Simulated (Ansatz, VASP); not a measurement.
## One calculation of H, two programs

Contents of INCAR:

```
SYSTEM = H
PREC     = Accurate       ! precision mode
ENCUT    = 400            ! plane-wave cutoff, eV
EDIFF    = 1E-8           ! SCF threshold, eV
ISMEAR   = -1             ! smearing method
SIGMA    = 0.01           ! smearing width, eV
LREAL    = .False.        ! projectors in reciprocal space
LASPH    = .True.         ! aspherical terms in the spheres
NELM     = 120            ! most SCF steps
ALGO     = Normal         ! electronic algorithm
ISIF     = 2              ! what is computed and relaxed
LWAVE    = .False.        ! write WAVECAR
LCHARG   = .False.        ! write CHGCAR
GGA      = PE             ! functional
LEFG     = .True.       
NBANDS   = 8              ! bands
GGA_COMPAT= .False.
```

KPOINTS

```
Automatic mesh
0
Gamma
  13 13 7
  0 0 0
```

File POSCAR:

```
H
1.0
    1.9946445635      0.0000000000      0.0000000000
   -0.9973222818      1.7274128635      0.0000000000
    0.0000000000      0.0000000000      3.2043007947
H
2
Direct
    0.3333333333      0.6666666667      0.2500000000
    0.6666666667      0.3333333333      0.7500000000
```

Input for Ansatz:

```yaml
crystal:
  lattice:
    - [1.9946445635, 0.0, 0.0]
    - [-0.9973222818, 1.7274128635, 0.0]
    - [0.0, 0.0, 3.2043007947]
  atoms:
    - { symbol: H, position: [0.3333333333, 0.6666666667, 0.25] }
    - { symbol: H, position: [0.6666666667, 0.3333333333, 0.75] }
kpoints:
  mp_grid: { grid: [13, 13, 7] }
scf:
  occupations: { method: fermi_dirac, width: 0.01 }
hamiltonian:
  xc: pbe
  pseudopotentials: { kind: paw }
output:
  forces: true
  stress: true
  eigenvalues: true
  efg: { contact_densities: true }
```

Change from the starting cell: volume scaled by 0.97, PAW files.

Alike in both runs: task electric field gradients; functional PBE; k mesh 13 × 13 × 7; occupations fermi-dirac, width 0.01 eV; no spin polarisation.

|  | VASP | Ansatz |
| --- | --- | --- |
| version | VASP 6.6.1 | Ansatz 0.2.0 |
| potentials or method | VASP PAW PBE potentials, release 64 (H) | PAW with Ansatz's default frozen-core files, scalar-relativistic |
| plane-wave cutoff (eV) | 400 | 420 |
| valence electrons in the cell | 2 | 2 |

Ansatz gave:

| Property | Result |
| --- | --- |
| pressure (GPa) | -23.7 |
| traceless stress, the component that is largest in VASP (GPa) | -2.29 |

Estimate VASP's values.

pressure (GPa): -24.8; traceless stress, the component that is largest in VASP (GPa): -2.21.
